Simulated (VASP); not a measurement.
# AlN (P2_1) in VASP: single point with PBEsol

Aim: the single point of AlN with PBEsol.

Program: VASP 6.6.1. These are calculated values, not measurements. Logs are shortened: lines on timing, memory, paths and dates and some standing lists are left out, and cuts for length are marked.

## (1) The cell of the first run

It takes space group P2_1 (No. 4, monoclinic). The conventional cell has a = 3.114 Å, b = 4.983 Å, c = 3.114 Å, α = 90.00°, β = 120.00°, γ = 90.00°. Al (site symmetry 1) has 4 N at 1.88 to 1.91 Å within 2.5 Å. Within 2.5 Å of N (site symmetry 1) lie 4 Al at 1.88 to 1.91 Å.

## (2) Single point, PBEsol (atoms displaced along a vibrational mode)

File INCAR:

```
SYSTEM = AlN
PREC = Accurate ; ENCUT = 520
EDIFF = 1E-6 ; ISMEAR = 0
SIGMA = 0.05 ; LREAL = .False.
LASPH = .True. ; NELM = 80
ALGO = Normal ; ISIF = 2
LWAVE = .False. ; LCHARG = .False.
GGA = PS ; NBANDS = 26
```

File KPOINTS:

```
Automatic mesh
0
Gamma
  8 8 8
  0 0 0
```

File POSCAR:

```
AlN
1.0
   -3.1135599857      0.0000000000      0.0000000000
    0.0000000000      5.3928440876      0.0000000000
    1.5567799928     -2.6964220438     -4.9833504711
Al N
4 4
Direct
    1.0275084086      0.3325782749      0.9984898831
    0.5275084086      0.8325782749      0.9984898831
    0.2209814745      0.9159116082      0.4984898831
    0.7209814745      0.4159116082      0.4984898831
    0.7830050170      0.1415883918      0.6165101169
    0.2830050170      0.6415883918      0.6165101169
    0.0835050999      0.7249217251      0.1165101169
    0.5835050999      0.2249217251      0.1165101169
```

Potentials or basis: VASP PAW PBE potentials, release 64 (Al, N).

On the command line:

```console
$ cat potpaw_PBE.64/Al/POTCAR potpaw_PBE.64/N/POTCAR > POTCAR
$ mpirun -np 1 vasp_std > vasp.out
```

OUTCAR:

```text
SYSTEM = AlN
   PREC = Accurate
   ENCUT = 520
   EDIFF = 1E-6
   ISMEAR = 0
   LREAL = .False.
   LASPH = .True.
   NELM = 80
   ISIF = 2
   GGA = PS

 ion  position               nearest neighbor table
   1  0.028  0.333  0.998-   8 1.88   7 1.89   8 1.90   5 1.91   3 2.99   4 2.99   3 3.08   4 3.08
                             2 3.11   2 3.11   2 3.11   2 3.11   4 3.17   3 3.17
   2  0.528  0.833  0.998-   7 1.88   8 1.89   7 1.90   6 1.91   4 2.99   3 2.99   4 3.08   3 3.08
                             1 3.11   1 3.11   1 3.11   1 3.11   3 3.17   4 3.17
   3  0.221  0.916  0.498-   5 1.88   6 1.89   5 1.90   7 1.91   1 2.99   2 2.99   1 3.08   2 3.08
                             4 3.11   4 3.11   4 3.11   4 3.11   2 3.17   1 3.17
   4  0.721  0.416  0.498-   6 1.88   5 1.89   6 1.90   8 1.91   2 2.99   1 2.99   2 3.08   1 3.08
                             3 3.11   3 3.11   3 3.11   3 3.11   1 3.17   2 3.17
   5  0.783  0.142  0.617-   3 1.88   4 1.89   3 1.90   1 1.91
   6  0.283  0.642  0.617-   4 1.88   3 1.89   4 1.90   2 1.91
   7  0.084  0.725  0.117-   2 1.88   1 1.89   2 1.90   3 1.91
   8  0.584  0.225  0.117-   1 1.88   2 1.89   1 1.90   4 1.91

  LATTYP: Found a body centered orthorhombic cell.
 ALAT       =     3.1135599857
 B/A-ratio  =     1.7320508076
 C/A-ratio  =     3.2010627667

  Lattice vectors:

 A1 = (  -1.5567799928,   2.6964220438,   4.9833504711)
 A2 = (   1.5567799929,  -2.6964220438,   4.9833504711)
 A3 = (   1.5567799928,   2.6964220438,  -4.9833504711)

Analysis of symmetry for initial positions (statically):
=====================================================================
 Subroutine PRICEL returns following result:

  LATTYP: Found a hexagonal cell.
 ALAT       =     3.1135599857
 C/A-ratio  =     1.6005313834

  Lattice vectors:

 A1 = (   3.1135599857,  -0.0000000000,   0.0000000000)
 A2 = (  -1.5567799929,  -2.6964220438,   0.0000000000)
 A3 = (  -0.0000000000,   0.0000000000,  -4.9833504711)

   2 primitive cells build up your supercell.

 Routine SETGRP: Setting up the symmetry group for a
 body centered orthorhombic supercell.

 Subroutine GETGRP returns: Found  2 space group operations
 (whereof  1 operations were pure point group operations)
 out of a pool of  8 trial point group operations.

The static configuration has the point symmetry C_1 .
 The point group associated with its full space group is C_2 .

Analysis of symmetry for dynamics (positions and initial velocities):
=====================================================================
 Subroutine PRICEL returns following result:

  LATTYP: Found a hexagonal cell.
 ALAT       =     3.1135599857
 C/A-ratio  =     1.6005313834

  Lattice vectors:

 A1 = (   3.1135599857,  -0.0000000000,   0.0000000000)
 A2 = (  -1.5567799929,  -2.6964220438,   0.0000000000)
 A3 = (  -0.0000000000,   0.0000000000,  -4.9833504711)

   2 primitive cells build up your supercell.

 Routine SETGRP: Setting up the symmetry group for a
 body centered orthorhombic supercell.

 Subroutine GETGRP returns: Found  2 space group operations
 (whereof  1 operations were pure point group operations)
 out of a pool of  8 trial point group operations.

The dynamic configuration has the point symmetry C_1 .
 The point group associated with its full space group is C_2 .

 Subroutine INISYM returns: Found  2 space group operations
 (whereof  1 operations are pure point group operations),
 and found     2 'primitive' translations

----------------------------------------------------------------------------------------

                                     Primitive cell

  volume of cell :      41.8376

  direct lattice vectors                    reciprocal lattice vectors
     3.113559986 -0.000000000  0.000000000     0.321175762 -0.185430912 -0.000000000
    -1.556779993 -2.696422044  0.000000000    -0.000000000 -0.370861825 -0.000000000
    -0.000000000  0.000000000 -4.983350471     0.000000000  0.000000000 -0.200668206

  length of vectors
     3.113559986  3.113559986  4.983350471     0.370861825  0.370861825  0.200668206

  position of ions in fractional coordinates (direct lattice)
     0.638403200  0.333333333  0.998489883
     0.361596800  0.666666667  0.498489883
     0.691916708  0.333333333  0.616510117
     0.308083292  0.666666667  0.116510117

  ion indices of the primitive-cell ions
   primitive index   ion index
                 1           1
                 2           4
                 3           5
                 4           7

----------------------------------------------------------------------------------------

 KPOINTS: Automatic mesh

Automatic generation of k-mesh.
 Grid dimensions read from file:
 generate k-points for:    8    8    8

 Generating k-lattice:

  Cartesian coordinates                     Fractional coordinates (reciprocal lattice)
    -0.040146970  0.000000000 -0.012541763     0.125000000  0.000000000  0.000000000
     0.000000000  0.023178864 -0.012541763     0.000000000  0.125000000  0.000000000
     0.000000000  0.000000000 -0.025083526     0.000000000  0.000000000  0.125000000

  Length of vectors
     0.042060374  0.026354422  0.025083526

  Shift w.r.t. Gamma in fractional coordinates (k-lattice)
     0.000000000  0.000000000  0.000000000

 Subroutine IBZKPT returns following result:
 ===========================================

 Found    150 irreducible k-points:

 Following reciprocal coordinates:
            Coordinates               Weight
  0.000000  0.000000  0.000000      1.000000
  0.125000  0.000000  0.000000      4.000000
  0.250000  0.000000  0.000000      4.000000
  0.375000  0.000000  0.000000      4.000000
  0.500000  0.000000  0.000000      2.000000
  0.000000  0.125000  0.000000      4.000000
[... 16 lines left out ...]
  0.125000 -0.250000 -0.125000      4.000000
  0.250000  0.250000  0.000000      4.000000
 [... further k-points ...]
   k-points           NKPTS =    150   k-points in BZ     NKDIM =    150   number of bands    NBANDS=     26
   number of dos      NEDOS =    301   number of ions     NIONS =      8
   total plane-waves  NPLWV =  46080
   dimension x,y,z NGX =    24 NGY =   40 NGZ =   48
   dimension x,y,z NGXF=    48 NGYF=   80 NGZF=   96
   ions per type =               4   4
   NGX,Y,Z   is equivalent  to a cutoff of  12.81, 12.33, 13.58 a.u.
   NGXF,Y,Z  is equivalent  to a cutoff of  25.63, 24.66, 27.16 a.u.
 SYSTEM =  AlN
   PREC   = accura    normal or accurate (medium, high low for compatibility)
   ISTART =      0    job   : 0-new  1-cont  2-samecut
   ICHARG =      2    charge: 1-file 2-atom 10-const
   ISPIN  =      1    spin polarized calculation?
   LNONCOLLINEAR =      F non collinear calculations
   LSORBIT =      F    spin-orbit coupling
   LASPH  =      T    aspherical Exc in radial PAW
   ENCUT  =  520.0 eV  38.22 Ry    6.18 a.u.   5.79 10.03 10.93*2*pi/ulx,y,z
   NELM   =     80;   NELMIN=  2; NELMDL= -5     # of ELM steps
   EDIFF  = 0.1E-05   stopping-criterion for ELM
   LREAL  =      F    real-space projection
   EDIFFG = 0.1E-04   stopping-criterion for IOM
   NSW    =      0    number of steps for IOM
   IBRION =     -1    ionic relax: 0-MD 1-quasi-New 2-CG
   NFREE  =      0    steps in history (QN), initial steepest desc. (CG)
   ISIF   =      2    stress and relaxation
   ISYM   =      2    0-nonsym 1-usesym 2-fastsym
   POTIM  = 0.5000    time-step for ionic-motion
   TEBEG  =    0.0;   TEEND  =   0.0 temperature during run
   PSTRESS=    0.0 pullay stress
   NELECT =      32.0000    total number of electrons
   NUPDOWN=      -1.0000    fix difference up-down
   EMIN   =  10.00;   EMAX   =-10.00  energy-range for DOS
   EFERMI =   0.00;   METHOD = LEGACY
   ISMEAR =     0;   SIGMA  =   0.05  broadening in eV -4-tet -1-fermi 0-gaus
   EFERMI_NEDOS =   21; number of points for ismear=-14 and -15
   IALGO  =     38    algorithm
   IMIX   =      4    mixing-type and parameters
     AMIX     =   0.40;   BMIX     =  1.00
     AMIX_MAG =   1.60;   BMIX_MAG =  1.00
  volume/ion in A,a.u.               =      10.46        70.58
  Fermi-wavevector in a.u.,A,eV,Ry     =   1.188300  2.245561 19.212190  1.412056
  Thomas-Fermi vector in A             =   2.324432
   LORBIT       =      0    0 simple, 1 ext, 2 COOP (PROOUT), +10 PAW based schemes
   GGA     = PS    functional components
   LHFCALC =     F    Hartree Fock is set to
   AEXX    =    0.0000 exact exchange contribution
   IVDW    =     0    specifies the selected vdW correction
   LEPSILON=     F    determine dielectric tensor
   LRPA    =     F    only Hartree local field effects (RPA)
 non-spin polarized calculation
 Gauss-broadening in eV      SIGMA  =   0.05
  energy-cutoff  :      520.00
  volume of cell :       83.68
 maximum number of plane-waves:      2272
   NGX = 11   NGY = 21   NGZ = 21

 number of electron      32.0000000 magnetization

 Free energy of the ion-electron system (eV)
  ---------------------------------------------------
  ext. energy  EPLUGINS =         0.00000000
  ---------------------------------------------------
  free energy    TOTEN  =       -62.50432946 eV

  energy without entropy =      -62.50432946  energy(sigma->0) =      -62.50432946

 E-fermi :   6.3654     XC(G=0): -11.1038

 val. band max:        6.1056371603   @ k =   0.0000   0.0000   0.0000
 cond. band min:      10.1279673580   @ k =   0.0000   0.0000   0.0000
 fundamental gap:      4.0223301976
 Fermi energy:         6.3654250879

 k-point     1 :       0.0000    0.0000    0.0000
  band No.  band energies     occupation
      1      -9.1030      2.00000
      2      -6.9187      2.00000
      3      -6.7264      2.00000
      4      -6.7264      2.00000
      5       0.0127      2.00000
      6       0.4053      2.00000
[... 18 lines left out ...]
     25      17.6003      0.00000
     26      17.6020      0.00000

 k-point     2 :       0.1250    0.0000    0.0000
  band No.  band energies     occupation
      1      -8.9376      2.00000
      2      -6.8639      2.00000
      3      -6.7346      2.00000
      4      -6.6090      2.00000
      5       0.2420      2.00000
      6       0.4834      2.00000
[... 18 lines left out ...]
     25      16.6841      0.00000
     26      17.3860      0.00000

 k-point     3 :       0.2500    0.0000    0.0000
  band No.  band energies     occupation
      1      -8.4678      2.00000
      2      -6.7163      2.00000
      3      -6.6303      2.00000
      4      -6.4920      2.00000
      5       0.8479      2.00000
      6       0.9411      2.00000
[... 18 lines left out ...]
     25      17.3876      0.00000
     26      17.4434      0.00000

 k-point     4 :       0.3750    0.0000    0.0000
  band No.  band energies     occupation
      1      -7.7845      2.00000
      2      -6.6126      2.00000
      3      -6.5380      2.00000
      4      -6.4723      2.00000
      5       1.2294      2.00000
      6       1.3368      2.00000
[... 18 lines left out ...]
     25      16.9803      0.00000
     26      17.5984      0.00000
[... 496 lines left out ...]
      1      -8.6264      2.00000
      2      -7.2480      2.00000
      3      -6.9713      2.00000
      4      -6.5924      2.00000
      5       0.8092      2.00000
      6       0.8700      2.00000
[... 18 lines left out ...]
     25      16.6497      0.00000
     26      17.6041      0.00000

 k-point    23 :       0.1250   -0.2500   -0.1250
  band No.  band energies     occupation
      1      -8.6300      2.00000
      2      -7.2380      2.00000
      3      -6.9627      2.00000
      4      -6.6070      2.00000
      5       0.8129      2.00000
      6       0.8527      2.00000
[... 18 lines left out ...]
     25      16.6142      0.00000
     26      17.5798      0.00000

 k-point    24 :       0.2500    0.2500    0.0000
  band No.  band energies     occupation
      1      -8.1294      2.00000
      2      -7.0935      2.00000
      3      -6.8873      2.00000
      4      -6.4108      2.00000
      5       1.2146      2.00000
      6       1.2363      2.00000
[... 18 lines left out ...]
     25      16.8896      0.00000
     26      17.1150      0.00000

 [... further k-points ...]

------------------------ aborting loop because EDIFF is reached ----------------------------------------

  FORCE on cell =-STRESS in cart. coord.  units (eV):
  Direction    XX          YY          ZZ          XY          YZ          ZX
  --------------------------------------------------------------------------------------
  -------------------------------------------------------------------------------------
  Total       -0.3551406      0.0381268      0.0195366     -0.1662845      0.0000000      0.0000000
  in kB       -6.8000862      0.7300362      0.3740780     -3.1839476      0.0000000      0.0000000
  external PRESSURE =      -1.8986573 kB  Pullay stress =       0.0000000 kB

 VOLUME and BASIS-vectors are now :
 -----------------------------------------------------------------------------
  energy-cutoff  :      520.00
  volume of cell :       83.68
      direct lattice vectors                 reciprocal lattice vectors
    -3.113559986  0.000000000  0.000000000    -0.321175762  0.000000000 -0.100334103
     0.000000000  5.392844088  0.000000000     0.000000000  0.185430912 -0.100334103
     1.556779993 -2.696422044 -4.983350471     0.000000000  0.000000000 -0.200668206

 POSITION                                       TOTAL-FORCE (eV/Angst)
 -----------------------------------------------------------------------------------
      1.46878     -0.89881     -4.97583         0.483143      0.035728      0.052692
     -0.08800      1.79761     -4.97583         0.483143      0.035728      0.052692
      0.08800      3.59523     -2.48415        -0.483143     -0.035728      0.052692
     -1.46878      0.89881     -2.48415        -0.483143     -0.035728      0.052692
     -1.47816     -0.89881     -3.07229        -0.225430      0.014710     -0.052692
      0.07862      1.79761     -3.07229        -0.225430      0.014710     -0.052692
     -0.07862      3.59523     -0.58061         0.225430     -0.014710     -0.052692
     -1.63540      0.89881     -0.58061         0.225430     -0.014710     -0.052692
 -----------------------------------------------------------------------------------
    total drift:                               -0.000008      0.000007      0.000757

  FREE ENERGIE OF THE ION-ELECTRON SYSTEM (eV)
  ---------------------------------------------------
  free  energy   TOTEN  =       -62.5043294568 eV

  energy  without entropy=      -62.5043294568  energy(sigma->0) =      -62.50432946
```

Wall time 3.7 min (1 thread of AMD EPYC 9R45 (Zen 5), shared host); peak memory 0.33 GiB.

What came out:

```
Free energy            : -62.5043 eV
Pressure               : -0.2 GPa
Largest force          : 0.487 eV/Å
Band gap on the k mesh : 4.02 eV
```

Forces on the atoms (eV/Å):
```
Al   0.483  0.036  0.053
Al   0.483  0.036  0.053
Al  -0.483 -0.036  0.053
Al  -0.483 -0.036  0.053
N   -0.225  0.015 -0.053
N   -0.225  0.015 -0.053
N    0.225 -0.015 -0.053
N    0.225 -0.015 -0.053
```

Levels at points of the mesh, in eV from the valence-band top:
```
           k point  band 12  band 13  band 14  band 15  band 16  band 17  band 18  band 19  band 20  band 21
(0.00, 0.00, 0.00)    -0.96    -0.88    -0.41    -0.15     0.00     4.02     5.08     5.08     6.49     9.02
(0.50, 0.00, 0.00)    -2.53    -2.12    -2.12    -0.90    -0.90     5.93     5.93     7.11     7.11     8.46
(0.00, 0.50, 0.00)    -1.49    -0.75    -0.75    -0.58    -0.58     5.83     5.83     7.16     7.16     8.40
(0.50, 0.50, 0.00)    -1.58    -1.54    -1.26    -1.26    -0.71     4.99     4.99     5.14     5.75     7.88
(0.50, 0.50, 0.50)    -1.60    -1.60    -1.43    -1.43    -0.80     5.23     5.23     5.48     6.08     8.12
(0.00, 0.00, 0.50)    -0.78    -0.64    -0.64    -0.57    -0.57     5.62     5.63     6.27     6.27     7.90
```

Caveat: the cell differs from its parent crystal (atoms displaced along a vibrational mode); the PAW data sets were made with another functional, which shifts forces and pressure a little.
